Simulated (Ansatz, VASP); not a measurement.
# Cd: VASP beside Ansatz

INCAR

```
SYSTEM = Cd
PREC = Accurate
ENCUT = 520
EDIFF = 1E-6
ISMEAR = 1
SIGMA = 0.1
LREAL = .FALSE.
LASPH = .TRUE.
NELM = 150
ALGO = Fast
ISIF = 2
LWAVE = .FALSE.
LCHARG = .FALSE.
LNONCOLLINEAR = .TRUE.
MAGMOM = 0 0 0 0 0 0
LORBIT = 11
LSORBIT = .TRUE.
GGA_COMPAT = .FALSE.
LORBMOM = .TRUE.
GGA = RP
NBANDS = 36
```

The input KPOINTS:

```
regular mesh
0
G
  10 10 5
  0 0 0
```

The input POSCAR:

```
Cd
1.0
    2.9788700000      0.0000000000      0.0000000000
   -1.4894350000      2.5797770946      0.0000000000
    0.0000000000      0.0000000000      5.6176500000
Cd
2
Direct
    0.6666666667      0.3333333333      0.7500000000
    0.3333333333      0.6666666667      0.2500000000
```

File input.yaml:

```yaml
crystal:
  lattice:
    - [2.97887, 0.0, 0.0]
    - [-1.489435, 2.5797770946, 0.0]
    - [0.0, 0.0, 5.61765]
  atoms:
    - { symbol: Cd, position: [0.6666666667, 0.3333333333, 0.75] }
    - { symbol: Cd, position: [0.3333333333, 0.6666666667, 0.25] }
hamiltonian:
  xc: rpbe
  pseudopotentials: { kind: paw_fr }
magnetization:
  noncollinear: true
  spin_orbit: true
kpoints:
  mp_grid: { grid: [10, 10, 5] }
scf:
  occupations: { method: methfessel_paxton, width: 0.1 }
output:
  forces: true
  stress: true
  eigenvalues: true
  bader: true
  populations: intrinsic
```

Alike in both runs: functional RPBE; k mesh 10 × 10 × 5; occupations methfessel-paxton of order 1, width 0.1 eV; non-collinear spin, spin-orbit coupling.

```csv
,VASP,Ansatz
version,VASP 6.6.1,Ansatz 0.2.0
potentials or method,"VASP PAW PBE potentials, release 64 (Cd)",Ansatz PAW
plane-wave cutoff (eV),520,420
valence electrons in the cell,24,40
task,single point,atomic charges
```

Ansatz gave:

- pressure (GPa): 5.4
- traceless stress, the component that is largest in VASP (GPa): -1.63
- net moment per atom (μB): 0.00

**Question.** Which values does VASP return?

**Answer.** Pressure (GPa): 5.8; traceless stress, the component that is largest in VASP (GPa): -1.80; net moment per atom (μB): 0.00.

VASP's potentials were made for PBE, not for RPBE. VASP's potentials hold 24 valence electrons a cell and Ansatz's 40, so a difference there can come from the potentials and not from the codes.
